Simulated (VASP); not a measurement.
# Li3SCl (Pm-3m) in VASP: further runs

Runs on Li3SCl. Level: LDA. Tasks: single point, relaxation of cell and atoms.

All numbers are computed with VASP 6.6.1; they aren't measurements. Logs are shortened: lines on timing, memory, paths and dates and some standing lists are left out, and cuts for length are marked.

## (1) The cell of the first run

It takes space group Pm-3m (No. 221, cubic). Conventional cell: a = 4.473 Å, b = 4.473 Å, c = 4.473 Å, α = 90.00°, β = 90.00°, γ = 90.00°. Within 4.2 Å of Cl (site symmetry m-3m) lie 12 Li at 3.16 Å and 8 S at 3.87 Å. Within 3.0 Å of S (site symmetry m-3m) lie 6 Li at 2.24 Å. Within 3.0 Å of Li (site symmetry 4/mmm) lie 2 S at 2.24 Å.

## (2) Single point, LDA

File INCAR:

```
ALGO = Normal
EDIFF = 1E-6
ENCUT = 520
ISIF = 2
ISMEAR = 1
LASPH = T
LCHARG = T
LELF = T
LREAL = F
LVHAR = T
LWAVE = F
NBANDS = 19
NELM = 100
PREC = Accurate
SIGMA = 0.01
```

File KPOINTS:

```
k-points
0
Gamma
  4 4 4
```

File POSCAR:

```
Li3SCl
1.0
    4.4731102009      0.0000000000      0.0000000000
    0.0000000000      4.4731102009      0.0000000000
    0.0000000000      0.0000000000      4.4731102009
Cl S Li
1 1 3
Direct
    0.0000000000      0.0000000000      0.0000000000
    0.5000000000      0.5000000000      0.5000000000
    0.5000000000      0.5000000000      0.0000000000
    0.0000000000      0.5000000000      0.5000000000
    0.5000000000      0.0000000000      0.5000000000
```

Potentials or basis: VASP PAW LDA potentials, release 64 (Cl, S, Li_sv).

Run with:

```sh
cat potpaw_LDA.64/Cl/POTCAR potpaw_LDA.64/S/POTCAR potpaw_LDA.64/Li_sv/POTCAR > POTCAR
mpirun -np 1 vasp_std > vasp.out
```

OUTCAR:

```text
EDIFF = 1E-6
   ENCUT = 520
   ISIF = 2
   ISMEAR = 1
   LASPH = T
   LREAL = F
   NELM = 100
   PREC = Accurate

 ion  position               nearest neighbor table
   1  0.000  0.000  0.000-
   2  0.500  0.500  0.500-   3 2.24   4 2.24   5 2.24   3 2.24   5 2.24   4 2.24
   3  0.500  0.500  0.000-   2 2.24   2 2.24
   4  0.000  0.500  0.500-   2 2.24   2 2.24
   5  0.500  0.000  0.500-   2 2.24   2 2.24

  LATTYP: Found a simple cubic cell.
 ALAT       =     4.4731102009

  Lattice vectors:

 A1 = (   4.4731102009,   0.0000000000,   0.0000000000)
 A2 = (   0.0000000000,   4.4731102009,   0.0000000000)
 A3 = (   0.0000000000,   0.0000000000,   4.4731102009)

Analysis of symmetry for initial positions (statically):
=====================================================================
 Subroutine PRICEL returns:
 Original cell was already a primitive cell.

 Routine SETGRP: Setting up the symmetry group for a
 simple cubic supercell.

 Subroutine GETGRP returns: Found 48 space group operations
 (whereof 48 operations were pure point group operations)
 out of a pool of 48 trial point group operations.

The static configuration has the point symmetry O_h .

Analysis of symmetry for dynamics (positions and initial velocities):
=====================================================================
 Subroutine PRICEL returns:
 Original cell was already a primitive cell.

 Routine SETGRP: Setting up the symmetry group for a
 simple cubic supercell.

 Subroutine GETGRP returns: Found 48 space group operations
 (whereof 48 operations were pure point group operations)
 out of a pool of 48 trial point group operations.

The dynamic configuration has the point symmetry O_h .

 Subroutine INISYM returns: Found 48 space group operations
 (whereof 48 operations are pure point group operations),
 and found     1 'primitive' translations

----------------------------------------------------------------------------------------

                                     Primitive cell

  volume of cell :      89.5012

  direct lattice vectors                    reciprocal lattice vectors
     4.473110201  0.000000000  0.000000000     0.223558096  0.000000000  0.000000000
     0.000000000  4.473110201  0.000000000     0.000000000  0.223558096  0.000000000
     0.000000000  0.000000000  4.473110201     0.000000000  0.000000000  0.223558096

  length of vectors
     4.473110201  4.473110201  4.473110201     0.223558096  0.223558096  0.223558096

  position of ions in fractional coordinates (direct lattice)
     0.000000000  0.000000000  0.000000000
     0.500000000  0.500000000  0.500000000
     0.500000000  0.500000000  0.000000000
     0.000000000  0.500000000  0.500000000
     0.500000000  0.000000000  0.500000000

  ion indices of the primitive-cell ions
   primitive index   ion index
                 1           1
                 2           2
                 3           3
                 4           4
                 5           5

----------------------------------------------------------------------------------------

 KPOINTS: k-points

Automatic generation of k-mesh.
 Grid dimensions read from file:
 generate k-points for:    4    4    4

 Generating k-lattice:

  Cartesian coordinates                     Fractional coordinates (reciprocal lattice)
     0.055889524  0.000000000  0.000000000     0.250000000  0.000000000  0.000000000
     0.000000000  0.055889524  0.000000000     0.000000000  0.250000000  0.000000000
     0.000000000  0.000000000  0.055889524     0.000000000  0.000000000  0.250000000

  Length of vectors
     0.055889524  0.055889524  0.055889524

  Shift w.r.t. Gamma in fractional coordinates (k-lattice)
     0.000000000  0.000000000  0.000000000

 Subroutine IBZKPT returns following result:
 ===========================================

 Found     10 irreducible k-points:

 Following reciprocal coordinates:
            Coordinates               Weight
  0.000000  0.000000  0.000000      1.000000
  0.250000  0.000000  0.000000      6.000000
  0.500000  0.000000  0.000000      3.000000
  0.250000  0.250000  0.000000     12.000000
  0.500000  0.250000  0.000000     12.000000
  0.500000  0.500000  0.000000      3.000000
  0.250000  0.250000  0.250000      8.000000
  0.500000  0.250000  0.250000     12.000000
  0.500000  0.500000  0.250000      6.000000
  0.500000  0.500000  0.500000      1.000000
   k-points           NKPTS =     10   k-points in BZ     NKDIM =     10   number of bands    NBANDS=     19
   number of dos      NEDOS =    301   number of ions     NIONS =      5
   total plane-waves  NPLWV =  46656
   dimension x,y,z NGX =    36 NGY =   36 NGZ =   36
   dimension x,y,z NGXF=    72 NGYF=   72 NGZF=   72
   ions per type =               1   1   3
   NGX,Y,Z   is equivalent  to a cutoff of  13.38, 13.38, 13.38 a.u.
   NGXF,Y,Z  is equivalent  to a cutoff of  26.76, 26.76, 26.76 a.u.
 SYSTEM =  unknown system
   PREC   = accura    normal or accurate (medium, high low for compatibility)
   ISTART =      0    job   : 0-new  1-cont  2-samecut
   ICHARG =      2    charge: 1-file 2-atom 10-const
   ISPIN  =      1    spin polarized calculation?
   LNONCOLLINEAR =      F non collinear calculations
   LSORBIT =      F    spin-orbit coupling
   LASPH  =      T    aspherical Exc in radial PAW
   ENCUT  =  520.0 eV  38.22 Ry    6.18 a.u.   8.32  8.32  8.32*2*pi/ulx,y,z
   NELM   =    100;   NELMIN=  2; NELMDL= -5     # of ELM steps
   EDIFF  = 0.1E-05   stopping-criterion for ELM
   LREAL  =      F    real-space projection
   EDIFFG = 0.1E-04   stopping-criterion for IOM
   NSW    =      0    number of steps for IOM
   IBRION =     -1    ionic relax: 0-MD 1-quasi-New 2-CG
   NFREE  =      0    steps in history (QN), initial steepest desc. (CG)
   ISIF   =      2    stress and relaxation
   ISYM   =      2    0-nonsym 1-usesym 2-fastsym
   POTIM  = 0.5000    time-step for ionic-motion
   TEBEG  =    0.0;   TEEND  =   0.0 temperature during run
   PSTRESS=    0.0 pullay stress
   NELECT =      22.0000    total number of electrons
   NUPDOWN=      -1.0000    fix difference up-down
   EMIN   =  10.00;   EMAX   =-10.00  energy-range for DOS
   EFERMI =   0.00;   METHOD = LEGACY
   ISMEAR =     1;   SIGMA  =   0.01  broadening in eV -4-tet -1-fermi 0-gaus
   EFERMI_NEDOS =   21; number of points for ismear=-14 and -15
   IALGO  =     38    algorithm
   IMIX   =      4    mixing-type and parameters
     AMIX     =   0.40;   BMIX     =  1.00
     AMIX_MAG =   1.60;   BMIX_MAG =  1.00
  volume/ion in A,a.u.               =      17.90       120.80
  Fermi-wavevector in a.u.,A,eV,Ry     =   1.025509  1.937931 14.308820  1.051669
  Thomas-Fermi vector in A             =   2.159353
   LORBIT       =      0    0 simple, 1 ext, 2 COOP (PROOUT), +10 PAW based schemes
   GGA     = CA    functional components
   LHFCALC =     F    Hartree Fock is set to
   AEXX    =    0.0000 exact exchange contribution
   IVDW    =     0    specifies the selected vdW correction
   LEPSILON=     F    determine dielectric tensor
   LRPA    =     F    only Hartree local field effects (RPA)
 non-spin polarized calculation
 Methfessel and Paxton  Order N= 1 SIGMA  =   0.01
  energy-cutoff  :      520.00
  volume of cell :       89.50
 maximum number of plane-waves:      2469
 NGX is ok and might be reduce to    36
   NGX = 17   NGY = 17   NGZ = 17

 number of electron      22.0000023 magnetization

 Free energy of the ion-electron system (eV)
  ---------------------------------------------------
  ext. energy  EPLUGINS =         0.00000000
  ---------------------------------------------------
  free energy    TOTEN  =       -20.00053563 eV

  energy without entropy =      -20.00053563  energy(sigma->0) =      -20.00053563

 E-fermi :   0.4817     XC(G=0):  -8.4475

 val. band max:        0.3754586872   @ k =   0.5000   0.5000   0.0000
 cond. band min:       4.1722547351   @ k =   0.5000   0.5000   0.0000
 fundamental gap:      3.7967960479
 Fermi energy:         0.4817459795

 k-point     1 :       0.0000    0.0000    0.0000
  band No.  band energies     occupation
      1     -42.7087      2.00000
      2     -42.6915      2.00000
      3     -42.6915      2.00000
      4     -12.6588      2.00000
      5      -9.7669      2.00000
      6      -1.6753      2.00000
[... 11 lines left out ...]
     18      10.6782      0.00000
     19      10.6786      0.00000

 k-point     2 :       0.2500    0.0000    0.0000
  band No.  band energies     occupation
      1     -42.7064      2.00000
      2     -42.6935      2.00000
      3     -42.6914      2.00000
      4     -12.6278      2.00000
      5      -9.8313      2.00000
      6      -1.6092      2.00000
[... 11 lines left out ...]
     18       9.7884      0.00000
     19       9.9001      0.00000

 k-point     3 :       0.5000    0.0000    0.0000
  band No.  band energies     occupation
      1     -42.7028      2.00000
      2     -42.6969      2.00000
      3     -42.6913      2.00000
      4     -12.5956      2.00000
      5      -9.8961      2.00000
      6      -1.4897      2.00000
[... 11 lines left out ...]
     18       9.0699      0.00000
     19       9.3528      0.00000

 k-point     4 :       0.2500    0.2500    0.0000
  band No.  band energies     occupation
      1     -42.7044      2.00000
      2     -42.6941      2.00000
      3     -42.6926      2.00000
      4     -12.6015      2.00000
      5      -9.8739      2.00000
      6      -1.9521      2.00000
[... 11 lines left out ...]
     18       9.0167      0.00000
     19      10.5584      0.00000

 k-point     5 :       0.5000    0.2500    0.0000
  band No.  band energies     occupation
      1     -42.7011      2.00000
      2     -42.6968      2.00000
      3     -42.6929      2.00000
      4     -12.5744      2.00000
      5      -9.9167      2.00000
      6      -1.9649      2.00000
[... 11 lines left out ...]
     18      10.0711      0.00000
     19      10.2906      0.00000

 k-point     6 :       0.5000    0.5000    0.0000
  band No.  band energies     occupation
      1     -42.6971      2.00000
      2     -42.6968      2.00000
      3     -42.6968      2.00000
      4     -12.5530      2.00000
      5      -9.9373      2.00000
      6      -2.2107      2.00000
[... 11 lines left out ...]
     18       9.9653      0.00000
     19      10.9274      0.00000

 k-point     7 :       0.2500    0.2500    0.2500
  band No.  band energies     occupation
      1     -42.7027      2.00000
      2     -42.6941      2.00000
      3     -42.6941      2.00000
      4     -12.5775      2.00000
      5      -9.9074      2.00000
      6      -1.7144      2.00000
[... 11 lines left out ...]
     18      10.8157      0.00000
     19      10.8157      0.00000

 k-point     8 :       0.5000    0.2500    0.2500
  band No.  band energies     occupation
      1     -42.6998      2.00000
      2     -42.6968      2.00000
      3     -42.6941      2.00000
      4     -12.5532      2.00000
      5      -9.9411      2.00000
      6      -1.9740      2.00000
[... 11 lines left out ...]
     18      10.2737      0.00000
     19      10.8685      0.00000

 k-point     9 :       0.5000    0.5000    0.2500
  band No.  band energies     occupation
      1     -42.6969      2.00000
      2     -42.6968      2.00000
      3     -42.6968      2.00000
      4     -12.5316      2.00000
      5      -9.9653      2.00000
      6      -1.9808      2.00000
[... 11 lines left out ...]
     18      10.0511      0.00000
     19      10.6893      0.00000

 k-point    10 :       0.5000    0.5000    0.5000
  band No.  band energies     occupation
      1     -42.6968      2.00000
      2     -42.6968      2.00000
      3     -42.6968      2.00000
      4     -12.5099      2.00000
      5      -9.9929      2.00000
      6      -1.6181      2.00000
[... 11 lines left out ...]
     18      10.1421      0.00000
     19      10.1421      0.00000

------------------------ aborting loop because EDIFF is reached ----------------------------------------

  FORCE on cell =-STRESS in cart. coord.  units (eV):
  Direction    XX          YY          ZZ          XY          YZ          ZX
  --------------------------------------------------------------------------------------
  -------------------------------------------------------------------------------------
  Total       -0.0128181     -0.0128181     -0.0128181      0.0000000      0.0000000     -0.0000000
  in kB       -0.2294592     -0.2294592     -0.2294592      0.0000000      0.0000000     -0.0000000
  external PRESSURE =      -0.2294592 kB  Pullay stress =       0.0000000 kB

 VOLUME and BASIS-vectors are now :
 -----------------------------------------------------------------------------
  energy-cutoff  :      520.00
  volume of cell :       89.50
      direct lattice vectors                 reciprocal lattice vectors
     4.473110201  0.000000000  0.000000000     0.223558096  0.000000000  0.000000000
     0.000000000  4.473110201  0.000000000     0.000000000  0.223558096  0.000000000
     0.000000000  0.000000000  4.473110201     0.000000000  0.000000000  0.223558096

 POSITION                                       TOTAL-FORCE (eV/Angst)
 -----------------------------------------------------------------------------------
      0.00000      0.00000      0.00000         0.000000      0.000000      0.000000
      2.23656      2.23656      2.23656         0.000000      0.000000      0.000000
      2.23656      2.23656      0.00000         0.000000      0.000000      0.000000
      0.00000      2.23656      2.23656         0.000000      0.000000      0.000000
      2.23656      0.00000      2.23656         0.000000      0.000000      0.000000
 -----------------------------------------------------------------------------------
    total drift:                                0.000000      0.000000      0.000000

  FREE ENERGIE OF THE ION-ELECTRON SYSTEM (eV)
  ---------------------------------------------------
  free  energy   TOTEN  =       -20.0005356254 eV

  energy  without entropy=      -20.0005356254  energy(sigma->0) =      -20.00053563
```

It took 20 s on 1 thread of Intel Xeon Platinum 8259CL at 2.50GHz (Skylake/Cascade Lake), shared host; peak memory 0.16 GiB.

What came out:

| Quantity | Value |
| --- | --- |
| Free energy | -20.0005 eV |
| Band gap on the k mesh | 3.80 eV |

Levels at points of the mesh, in eV from the valence-band top:
```csv
k point,band 8,band 9,band 10,band 11,band 12,band 13,band 14,band 15
"(0.00, 0.00, 0.00)",-2.05,-0.42,-0.42,-0.42,4.05,6.26,6.26,9.72
"(0.50, 0.00, 0.00)",-1.30,-1.30,-1.16,-1.16,6.40,6.42,7.18,7.65
"(0.50, 0.50, 0.00)",-1.17,-0.98,0.00,0.00,3.80,6.41,6.41,6.68
"(0.50, 0.50, 0.50)",-1.99,-0.91,-0.91,-0.91,5.95,5.95,5.95,9.12
```

Caveat: the cutoff is under 1.25 times the usual one of these potentials, so pressure, stress and relaxed cells hold a basis-set (Pulay) error. A k mesh can miss the band edges.

## (3) Single point, LDA

This run uses another cell than the first one, of 18.26 Å³/atom.

File INCAR:

```
PREC = Accurate
ENCUT = 520
EDIFF = 1E-7
ISMEAR = 1
SIGMA = 0.01
LREAL = F
LASPH = T
NELM = 60
ALGO = Normal
ISIF = 2
LWAVE = F
LCHARG = F
NBANDS = 19
```

File KPOINTS:

```
regular mesh
0
Gamma
  4 4 4
```

POSCAR: that of step 2 with these lines changed.

```diff
@@ -2,5 +2,5 @@
 1.0
-    4.4731102009      0.0000000000      0.0000000000
-    0.0000000000      4.4731102009      0.0000000000
-    0.0000000000      0.0000000000      4.4731102009
+    4.5027343106      0.0000000000      0.0000000000
+    0.0000000000      4.5027343106      0.0000000000
+    0.0000000000      0.0000000000      4.5027343106
 Cl S Li
```

Potentials or basis: VASP PAW LDA potentials, release 64 (Cl, S, Li_sv).

Run with:

```sh
cat potpaw_LDA.64/Cl/POTCAR potpaw_LDA.64/S/POTCAR potpaw_LDA.64/Li_sv/POTCAR > POTCAR
mpirun -np 1 vasp_std > vasp.out
```

Wall time 19 s (1 thread of Intel Xeon Platinum 8259CL at 2.50GHz (Skylake/Cascade Lake), shared host); peak memory 0.17 GiB.

It converged, with:

* Free energy: -19.9978 eV
* Band gap on the k mesh: 3.82 eV

Levels at points of the mesh, in eV from the valence-band top:
```
           k point  band 8  band 9  band 10  band 11  band 12  band 13  band 14  band 15
(0.00, 0.00, 0.00)   -1.99   -0.40    -0.40    -0.40     3.98     6.26     6.26     9.70
(0.50, 0.00, 0.00)   -1.26   -1.26    -1.12    -1.12     6.33     6.44     7.07     7.63
(0.50, 0.50, 0.00)   -1.13   -0.94     0.00     0.00     3.82     6.42     6.42     6.62
(0.50, 0.50, 0.50)   -1.93   -0.88    -0.88    -0.88     5.92     5.92     5.92     9.04
```

Caveat: the cutoff is under 1.25 times the usual one of these potentials, so pressure, stress and relaxed cells hold a basis-set (Pulay) error. A k mesh can miss the band edges.

[end of part 1 of 2]
